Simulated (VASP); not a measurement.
# RbBr (P1) in VASP: further runs

The runs below take RbBr through single point, with PBEsol.

Program: VASP 6.6.1. These are calculated values, not measurements. Logs are shortened: lines on timing, memory, paths and dates and some standing lists are left out, and cuts for length are marked.

### Step 1. The cell of the first run

The typed cell holds 16 atoms: a = 9.741 Å, b = 9.741 Å, c = 9.741 Å, α = 60.00°, β = 60.00°, γ = 60.00°.

### Step 2. Single point, PBEsol

Input file INCAR:

```
  PREC = Accurate
  ENCUT = 520
  EDIFF = 1E-6
  ISMEAR = -1
  SIGMA = 0.1034
  LREAL = Auto
  LASPH = T
  NELM = 80
  ALGO = Normal
  ISIF = 2
  LWAVE = F
  LCHARG = F
  GGA = PS
  NBANDS = 78
```

Input file KPOINTS:

```
Automatic mesh
0
Gamma
  1 1 1
```

Input file POSCAR:

```
RbBr
1.0
    0.0000000000      6.8879150000     -6.8879150000
   -6.8879150000      0.0000000000     -6.8879150000
   -6.8879150000      6.8879150000      0.0000000000
Rb Br
8 8
Direct
    0.5445462814      0.4820288142     -0.0432886440
    0.0024548793      0.4806005881      0.0054054093
    0.4720246257      0.0005751378      0.0255410382
   -0.0016731478      0.0138949885     -0.0088574699
    0.4674905251      0.5216100954      0.5169247878
   -0.0535478443      0.5360957561      0.5241975257
    0.5159594014      0.0362415187      0.4678847663
   -0.0009893415      0.0187289622      0.4562070670
    0.7614397100      0.7379021083      0.2344831491
    0.2506052993      0.8032892392      0.2541306041
    0.7620578942      0.2653286227      0.2408682453
    0.2368149868      0.2566646801      0.2436945723
    0.7349499812      0.6900016914      0.8361271880
    0.2437549679      0.7409401103      0.7652871007
    0.7736111000      0.2643375390      0.7249416551
    0.2763853793      0.2780166422      0.7286106173
```

Potentials or basis: VASP PAW PBE potentials, release 64 (Rb_sv, Br).

The run is started by

```sh
$ cat potpaw_PBE.64/Rb_sv/POTCAR potpaw_PBE.64/Br/POTCAR > POTCAR
$ mpirun -np 1 vasp_gam > vasp.out
```

OUTCAR:

```text
PREC = Accurate
   ENCUT = 520
   EDIFF = 1E-6
   ISMEAR = -1
   LREAL = Auto
   LASPH = T
   NELM = 80
   ISIF = 2
   GGA = PS

 ion  position               nearest neighbor table
   1  0.545  0.482  0.957-  13 2.85  15 3.10  14 3.43  11 3.49  12 3.70   6 4.09  10 4.27   4 4.50
                             5 4.51   7 4.68   2 4.71   3 4.76   2 5.07   3 5.08   7 5.10   4 5.26
   2  0.002  0.481  0.005-  13 3.05  11 3.14  12 3.26  16 3.34   9 3.35  14 3.46   8 4.45   3 4.63
                             4 4.64   5 4.66   1 4.71   6 4.72   1 5.07   6 5.08   4 5.11   5 5.11
   3  0.472  0.001  0.026-  10 2.89  12 3.27  16 3.44   9 3.46  13 3.50  15 3.90   8 4.41   2 4.63
                             4 4.72   5 4.73   7 4.73   1 4.76   5 5.02   4 5.03   7 5.07   1 5.08
   4  0.998  0.014  0.991-  15 3.39  14 3.44  11 3.45   9 3.54  10 3.58  16 3.74   1 4.50   8 4.56
                             2 4.64   7 4.68   3 4.72   6 4.84   6 4.94   3 5.03   7 5.07   2 5.11
   5  0.467  0.522  0.517-  16 3.01  14 3.23  10 3.34   9 3.54  15 3.57  11 3.68   1 4.51   2 4.66
                             3 4.73   8 4.73   7 4.75   6 4.77   6 4.97   3 5.02   7 5.03   8 5.06
   6  0.946  0.536  0.524-  15 3.11  13 3.31   9 3.33  16 3.73  12 3.86  10 3.94   1 4.09   7 4.56
                             8 4.66   2 4.72   5 4.77   4 4.84   4 4.94   5 4.97   2 5.08   8 5.15
   7  0.516  0.036  0.468-  11 3.28  16 3.46  12 3.49   9 3.68  14 3.91  13 4.14   6 4.56   8 4.57
                             4 4.68   1 4.68   3 4.73   5 4.75   5 5.03   4 5.07   3 5.07   1 5.10
   8  0.999  0.019  0.456-  10 2.91  11 3.12  12 3.29  15 3.56  14 3.83  13 4.18   3 4.41   2 4.45
                             4 4.56   7 4.57   6 4.66   5 4.73   5 5.06   6 5.15   7 5.18   4 5.18
   9  0.761  0.738  0.234-   6 3.33   2 3.35   3 3.46   4 3.54   5 3.54   7 3.68
  10  0.251  0.803  0.254-   3 2.89   8 2.91   5 3.34   4 3.58   6 3.94   1 4.27
  11  0.762  0.265  0.241-   8 3.12   2 3.14   7 3.28   4 3.45   1 3.49   5 3.68
  12  0.237  0.257  0.244-   2 3.26   3 3.27   8 3.29   7 3.49   1 3.70   6 3.86
  13  0.735  0.690  0.836-   1 2.85   2 3.05   6 3.31   3 3.50   7 4.14   8 4.18
  14  0.244  0.741  0.765-   5 3.23   1 3.43   4 3.44   2 3.46   8 3.83   7 3.91
  15  0.774  0.264  0.725-   1 3.10   6 3.11   4 3.39   8 3.56   5 3.57   3 3.90
  16  0.276  0.278  0.729-   5 3.01   2 3.34   3 3.44   7 3.46   6 3.73   4 3.74

  LATTYP: Found a face centered cubic cell.
 ALAT       =    13.7758300000

  Lattice vectors:

 A1 = (   0.0000000000,   6.8879150000,  -6.8879150000)
 A2 = (  -6.8879150000,   0.0000000000,  -6.8879150000)
 A3 = (  -6.8879150000,   6.8879150000,   0.0000000000)

Analysis of symmetry for initial positions (statically):
=====================================================================
 Subroutine PRICEL returns:
 Original cell was already a primitive cell.

 Routine SETGRP: Setting up the symmetry group for a
 face centered cubic supercell.

 Subroutine GETGRP returns: Found  1 space group operations
 (whereof  1 operations were pure point group operations)
 out of a pool of 48 trial point group operations.

The static configuration has the point symmetry C_1 .

Analysis of symmetry for dynamics (positions and initial velocities):
=====================================================================
 Subroutine PRICEL returns:
 Original cell was already a primitive cell.

 Routine SETGRP: Setting up the symmetry group for a
 face centered cubic supercell.

 Subroutine GETGRP returns: Found  1 space group operations
 (whereof  1 operations were pure point group operations)
 out of a pool of 48 trial point group operations.

The dynamic configuration has the point symmetry C_1 .

 Subroutine INISYM returns: Found  1 space group operations
 (whereof  1 operations are pure point group operations),
 and found     1 'primitive' translations

----------------------------------------------------------------------------------------

                                     Primitive cell

  volume of cell :     653.5718

  direct lattice vectors                    reciprocal lattice vectors
     0.000000000  6.887915000 -6.887915000     0.072590907  0.072590907 -0.072590907
    -6.887915000  0.000000000 -6.887915000    -0.072590907 -0.072590907 -0.072590907
    -6.887915000  6.887915000  0.000000000    -0.072590907  0.072590907  0.072590907

  length of vectors
     9.740982809  9.740982809  9.740982809     0.125731140  0.125731140  0.125731140

  position of ions in fractional coordinates (direct lattice)
     0.544546281  0.482028814  0.956711356
     0.002454879  0.480600588  0.005405409
     0.472024626  0.000575138  0.025541038
     0.998326852  0.013894988  0.991142530
     0.467490525  0.521610095  0.516924788
     0.946452156  0.536095756  0.524197526
[... 8 lines left out ...]
     0.773611100  0.264337539  0.724941655
     0.276385379  0.278016642  0.728610617

  ion indices of the primitive-cell ions
   primitive index   ion index
                 1           1
                 2           2
                 3           3
                 4           4
                 5           5
                 6           6
[... 8 lines left out ...]
                15          15
                16          16

----------------------------------------------------------------------------------------

 KPOINTS: Automatic mesh

Automatic generation of k-mesh.
 Grid dimensions read from file:
 generate k-points for:    1    1    1

 Generating k-lattice:

  Cartesian coordinates                     Fractional coordinates (reciprocal lattice)
     0.072590907  0.072590907 -0.072590907     1.000000000  0.000000000  0.000000000
    -0.072590907 -0.072590907 -0.072590907     0.000000000  1.000000000  0.000000000
    -0.072590907  0.072590907  0.072590907     0.000000000  0.000000000  1.000000000

  Length of vectors
     0.125731140  0.125731140  0.125731140

  Shift w.r.t. Gamma in fractional coordinates (k-lattice)
     0.000000000  0.000000000  0.000000000

 Subroutine IBZKPT returns following result:
 ===========================================

 Found      1 irreducible k-points:

 Following reciprocal coordinates:
            Coordinates               Weight
  0.000000  0.000000  0.000000      1.000000
   k-points           NKPTS =      1   k-points in BZ     NKDIM =      1   number of bands    NBANDS=     78
   number of dos      NEDOS =    301   number of ions     NIONS =     16
   total plane-waves  NPLWV = 373248
   dimension x,y,z NGX =    72 NGY =   72 NGZ =   72
   dimension x,y,z NGXF=   144 NGYF=  144 NGZF=  144
   ions per type =               8   8
   NGX,Y,Z   is equivalent  to a cutoff of  12.29, 12.29, 12.29 a.u.
   NGXF,Y,Z  is equivalent  to a cutoff of  24.58, 24.58, 24.58 a.u.
 SYSTEM =  unknown system
   PREC   = accura    normal or accurate (medium, high low for compatibility)
   ISTART =      0    job   : 0-new  1-cont  2-samecut
   ICHARG =      2    charge: 1-file 2-atom 10-const
   ISPIN  =      1    spin polarized calculation?
   LNONCOLLINEAR =      F non collinear calculations
   LSORBIT =      F    spin-orbit coupling
   LASPH  =      T    aspherical Exc in radial PAW
   ENCUT  =  520.0 eV  38.22 Ry    6.18 a.u.  18.11 18.11 18.11*2*pi/ulx,y,z
   NELM   =     80;   NELMIN=  2; NELMDL= -5     # of ELM steps
   EDIFF  = 0.1E-05   stopping-criterion for ELM
   LREAL  =      T    real-space projection
   EDIFFG = 0.1E-04   stopping-criterion for IOM
   NSW    =      0    number of steps for IOM
   IBRION =     -1    ionic relax: 0-MD 1-quasi-New 2-CG
   NFREE  =      0    steps in history (QN), initial steepest desc. (CG)
   ISIF   =      2    stress and relaxation
   ISYM   =      2    0-nonsym 1-usesym 2-fastsym
   POTIM  = 0.5000    time-step for ionic-motion
   TEBEG  =    0.0;   TEEND  =   0.0 temperature during run
   PSTRESS=    0.0 pullay stress
   NELECT =     128.0000    total number of electrons
   NUPDOWN=      -1.0000    fix difference up-down
   EMIN   =  10.00;   EMAX   =-10.00  energy-range for DOS
   EFERMI =   0.00;   METHOD = LEGACY
   ISMEAR =    -1;   SIGMA  =   0.10  broadening in eV -4-tet -1-fermi 0-gaus
   EFERMI_NEDOS =   21; number of points for ismear=-14 and -15
   IALGO  =     38    algorithm
   IMIX   =      4    mixing-type and parameters
     AMIX     =   0.40;   BMIX     =  1.00
     AMIX_MAG =   1.60;   BMIX_MAG =  1.00
  volume/ion in A,a.u.               =      40.85       275.66
  Fermi-wavevector in a.u.,A,eV,Ry     =   0.950708  1.796577 12.297561  0.903845
  Thomas-Fermi vector in A             =   2.079110
   LORBIT       =      0    0 simple, 1 ext, 2 COOP (PROOUT), +10 PAW based schemes
   GGA     = PS    functional components
   LHFCALC =     F    Hartree Fock is set to
   AEXX    =    0.0000 exact exchange contribution
   IVDW    =     0    specifies the selected vdW correction
   LEPSILON=     F    determine dielectric tensor
   LRPA    =     F    only Hartree local field effects (RPA)
 non-spin polarized calculation
  energy-cutoff  :      520.00
  volume of cell :      653.57
 maximum number of plane-waves:      8787
   NGX = 37   NGY = 37   NGZ = 37

 number of electron     127.9999998 magnetization

 Free energy of the ion-electron system (eV)
  ---------------------------------------------------
  ext. energy  EPLUGINS =         0.00000000
  ---------------------------------------------------
  free energy    TOTEN  =       -48.56096894 eV

  energy without entropy =      -48.56096888  energy(sigma->0) =      -48.56096891

 E-fermi :   0.3346     XC(G=0):  -7.2641

 val. band max:       -1.7155914363   @ k =   0.0000   0.0000   0.0000
 cond. band min:       2.2681335396   @ k =   0.0000   0.0000   0.0000
 fundamental gap:      3.9837249759
 Fermi energy:         0.3346459331

 k-point     1 :       0.0000    0.0000    0.0000
  band No.  band energies     occupation
      1     -26.8327      2.00000
      2     -26.5418      2.00000
      3     -26.5036      2.00000
      4     -26.1885      2.00000
      5     -26.1372      2.00000
      6     -26.0817      2.00000
[... 68 lines left out ...]
     75       5.0749      0.00000
     76       5.1571      0.00000
 [bands above 76 left out]

------------------------ aborting loop because EDIFF is reached ----------------------------------------

  FORCE on cell =-STRESS in cart. coord.  units (eV):
  Direction    XX          YY          ZZ          XY          YZ          ZX
  --------------------------------------------------------------------------------------
  -------------------------------------------------------------------------------------
  Total        5.3597457      3.1136213     10.4110075      0.3341914     -0.3397001      0.2055033
  in kB       13.1389733      7.6327852     25.5217241      0.8192426     -0.8327468      0.5037743
  external PRESSURE =      15.4311609 kB  Pullay stress =       0.0000000 kB

 VOLUME and BASIS-vectors are now :
 -----------------------------------------------------------------------------
  energy-cutoff  :      520.00
  volume of cell :      653.57
      direct lattice vectors                 reciprocal lattice vectors
     0.000000000  6.887915000 -6.887915000     0.072590907  0.072590907 -0.072590907
    -6.887915000  0.000000000 -6.887915000    -0.072590907 -0.072590907 -0.072590907
    -6.887915000  6.887915000  0.000000000    -0.072590907  0.072590907  0.072590907

 POSITION                                       TOTAL-FORCE (eV/Angst)
 -----------------------------------------------------------------------------------
     -9.90992     10.34053     -7.07096        -0.380348     -0.276628      1.410543
     -3.34757      0.05414     -3.32724        -0.098088      0.362896     -0.509059
     -0.17989      3.42719     -3.25523         0.318525      0.052778     -1.131302
     -6.92261     13.70330     -6.97210         0.220416      0.057019      0.015225
     -7.15334      6.78057     -6.81284         0.201483      0.044109     -0.716502
     -7.30321     10.12971    -10.21166         0.344813      0.123139     -0.484406
[... 8 lines left out ...]
     -6.81407     10.32190     -7.14930         0.385186      0.008000      0.386633
     -6.93356      6.92233     -3.81867         0.251758     -0.071054      0.768024
 -----------------------------------------------------------------------------------
    total drift:                               -0.004177      0.000460      0.003797

  FREE ENERGIE OF THE ION-ELECTRON SYSTEM (eV)
  ---------------------------------------------------
  free  energy   TOTEN  =       -48.5609689415 eV

  energy  without entropy=      -48.5609688766  energy(sigma->0) =      -48.56096891
```

It took 1.9 min on 1 thread of Intel Xeon Platinum 8259CL at 2.50GHz (Skylake/Cascade Lake), shared host; peak memory 0.71 GiB.

What came out:

```yaml
Free_energy: -48.5610 eV
Pressure: 1.5 GPa
Largest_force: 1.487 eV/Å
```

Forces in eV/Å, atoms in the order of the input:
```
Rb  -0.380 -0.277  1.411
Rb  -0.098  0.363 -0.509
Rb   0.319  0.053 -1.131
Rb   0.220  0.057  0.015
Rb   0.201  0.044 -0.717
Rb   0.345  0.123 -0.484
Rb  -0.044 -0.107  0.358
Rb  -1.170  0.479  0.163
Br  -0.388 -0.003 -0.143
Br   0.919 -0.074  1.123
Br   0.048 -0.324  0.445
Br  -0.171  0.358 -0.182
Br  -0.265 -0.605 -1.294
Br  -0.174 -0.024 -0.209
Br   0.385  0.008  0.387
Br   0.252 -0.071  0.768
```

Stress tensor (GPa, compression positive):
```
 1.31  0.08  0.05
 0.08  0.76 -0.08
 0.05 -0.08  2.55
```

Levels at points of the mesh, in eV from the Fermi level:
| k point | band 62 | band 63 | band 64 | band 65 | band 66 | band 67 |
| --- | --- | --- | --- | --- | --- | --- |
| (0.00, 0.00, 0.00) | -2.12 | -2.09 | -2.05 | 1.93 | 3.35 | 3.40 |

Caveat: the k points lie up to 0.79 Å⁻¹ apart; the atoms stand as in a frame of molecular dynamics; the PAW data sets were made with another functional, which shifts forces and pressure a little.

(Part 1 of 3 ends here.)
